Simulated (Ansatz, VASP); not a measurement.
**Pd in VASP and in Ansatz**

File INCAR:

```
SYSTEM = Pd
PREC = Accurate
ENCUT = 520
EDIFF = 1E-6
ISMEAR = -1
SIGMA = 0.05
LREAL = .FALSE.
LASPH = .TRUE.
NELM = 100
ALGO = Fast
ISIF = 2
LWAVE = .FALSE.
LCHARG = .FALSE.
GGA = PE
NBANDS = 11
```

File KPOINTS:

```
regular mesh
0
G
  10 10 10
  0 0 0
```

File POSCAR:

```
Pd
1.0
    0.0000000000      1.9659650000      1.9465000000
    1.9659650000      0.0000000000      1.9465000000
    1.9659650000      1.9659650000      0.0000000000
Pd
1
Direct
    0.0000000000      0.0000000000      0.0000000000
```

input.yaml

```yaml
crystal:
  lattice:
    - [0.0, 1.965965, 1.9465]
    - [1.965965, 0.0, 1.9465]
    - [1.965965, 1.965965, 0.0]
  atoms:
    - { symbol: Pd, position: [0.0, 0.0, 0.0] }
hamiltonian:
  xc: pbe
  pseudopotentials: { kind: paw }
kpoints:
  mp_grid: { grid: [10, 10, 10] }
  band_path:
    path:
      - [[0.0, 0.0, 0.0], [0.0, 0.5, 0.5], [0.255025, 0.5, 0.755025], [0.3775125, 0.3775125, 0.755025], [0.0, 0.0, 0.0], [-0.5, -0.5, 0.0], [-0.3775125, -0.3775125, 0.244975], [0.0, 0.0, 0.5], [-0.25, 0.25, 0.5], [-0.5, -0.255025, 0.244975], [-0.5, -0.5, 0.0]]
      - [[0.0, 0.5, 0.5], [-0.25, 0.25, 0.5]]
    npoints: 14
scf:
  occupations: { method: fermi_dirac, width: 0.05 }
  n_extra_bands: 6
output:
  forces: true
  stress: true
  eigenvalues: true
  fatbands: true
```

Alike in both runs: functional PBE; k mesh 10 × 10 × 10; occupations fermi-dirac, width 0.05 eV; no spin polarisation.

|  | VASP | Ansatz |
| --- | --- | --- |
| version | VASP 6.6.1 | Ansatz 0.2.0 |
| potentials or method | VASP PAW PBE potentials, release 64 (Pd) | Ansatz PAW |
| plane-wave cutoff (eV) | 520 | 420 |
| valence electrons in the cell | 10 | 18 |
| task | single point | band structure |

|  | VASP | Ansatz | Ansatz less VASP |
| --- | --- | --- | --- |
| gap on the k mesh at the Fermi level (eV) | none | none | - |
| pressure (GPa) | 2.8 | 3.1 | +0.30 |
| traceless stress, the component that is largest in VASP (GPa) | 0.37 | 0.38 | +0.006 |

A gap of «none» marks a metal or a gap that the smearing closes. The functional is the same, so the differences come from potentials, cutoffs and numerics. VASP's potentials hold 10 valence electrons a cell and Ansatz's 18, so a difference there can come from the potentials and not from the codes.
